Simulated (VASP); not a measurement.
Write the native input for VASP 6.6.1 that does the following.

```
Task                   : single point
Functional             : PBE
Dispersion             : D3(BJ)
Potentials or basis    : VASP PAW PBE potentials, release 64 (Ti_sv, O)
Cutoff                 : 520 eV
k mesh                 : 12 × 12 × 12
Occupations            : gaussian, width 0.02 eV
Spin                   : no spin polarisation
Dipole correction      : no
Further INCAR settings : ALGO = Normal; EDIFF = 1e-06; NBANDS = 19
```

The structure of TiO2 lies in POSCAR:

```
TiO2
1.0
    1.4863525209      0.8581460281      4.8613140613
   -1.4863525209      0.8581460281      4.8613140613
    0.0000000000     -1.7162920561      4.8613140613
Ti O
1 2
Direct
    0.0000000000      0.0000000000      0.0000000000
    0.6003329636      0.6003329636      0.6003329636
    0.3996670364      0.3996670364      0.3996670364
```

One way to write it, as run:

INCAR

```
SYSTEM = TiO2
ALGO = Normal ; EDIFF = 1E-6
ENCUT = 520 ; GGA = PE
ISIF = 2 ; ISMEAR = 0
IVDW = 12 ; LASPH = .TRUE.
LCHARG = .TRUE. ; LELF = .TRUE.
LREAL = .FALSE. ; LVHAR = .TRUE.
LWAVE = .FALSE. ; NBANDS = 19
NELM = 80 ; PREC = Accurate
SIGMA = 0.02
```

KPOINTS

```
k-points
0
G
  12 12 12
  0 0 0
```

Potentials or basis: VASP PAW PBE potentials, release 64 (Ti_sv, O).

Launch:

```sh
$ cat potpaw_PBE.64/Ti_sv/POTCAR potpaw_PBE.64/O/POTCAR > POTCAR
$ mpirun -np 1 vasp_std > vasp.out
```

Results of the run:

```
Pressure                   : 0.7 GPa
Largest force              : 0.061 eV/Å
Band gap on the k mesh     : 2.43 eV (least direct gap 2.80 eV)
Dispersion energy per atom : -0.200 eV
```

It took 2.4 min on 1 thread of Intel(R) Xeon(R) 6975P-C (Granite Rapids), with other jobs on the host, peak memory 0.31 GiB.
